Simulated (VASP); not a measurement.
Set up this calculation in VASP 6.6.1, as the native input.

```
Task                   : single point
Functional             : PBE
Potentials or basis    : VASP PAW PBE potentials, release 64 (Ta_pv, Cu)
Cutoff                 : 520 eV
k mesh                 : 8 × 8 × 8
Occupations            : methfessel-paxton, width 0.1 eV
Spin                   : no spin polarisation
Dipole correction      : no
Further INCAR settings : ALGO = Fast; EDIFF = 1e-07; NBANDS = 30
```

The structure of Ta3Cu lies in POSCAR:

```
Ta3Cu
1.0
   -2.0065070000      2.0065070000      4.2081700000
    2.0065070000     -2.0065070000      4.2081700000
    2.0065070000      2.0065070000     -4.2081700000
Ta Cu
3 1
Direct
    0.5000000000      0.5000000000      0.0000000000
    0.2500000000      0.7500000000      0.5000000000
    0.7500000000      0.2500000000      0.5000000000
    0.0000000000      0.0000000000      0.0000000000
```

The input as run:

INCAR

```
ALGO = Fast
EDIFF = 1E-7
ENCUT = 520
GGA = PE
ISIF = 2
ISMEAR = 1
LASPH = True
LCHARG = False
LREAL = False
LWAVE = False
NBANDS = 30
NELM = 80
PREC = Accurate
SIGMA = 0.1
```

KPOINTS

```
k-points
0
Gamma
  8 8 8
```

Potentials or basis: VASP PAW PBE potentials, release 64 (Ta_pv, Cu).

Command:

```sh
$ cat potpaw_PBE.64/Ta_pv/POTCAR potpaw_PBE.64/Cu/POTCAR > POTCAR
$ mpirun -np 1 vasp_std > vasp.out
```

Results of the run:

| Quantity | Value |
| --- | --- |
| Pressure | 0.7 GPa |
| Band gap on the k mesh | zero (band 22 reaches 6.71 eV, above the bottom of band 23 at 5.64 eV) |

Caveat: spin-orbit coupling is left out, which moves the levels of the heavy elements.

Wall time 5.2 min on 1 thread of Intel(R) Xeon(R) Platinum 8259CL CPU @ 2.50GHz (Skylake/Cascade Lake) (shared host), peak memory 0.31 GiB.
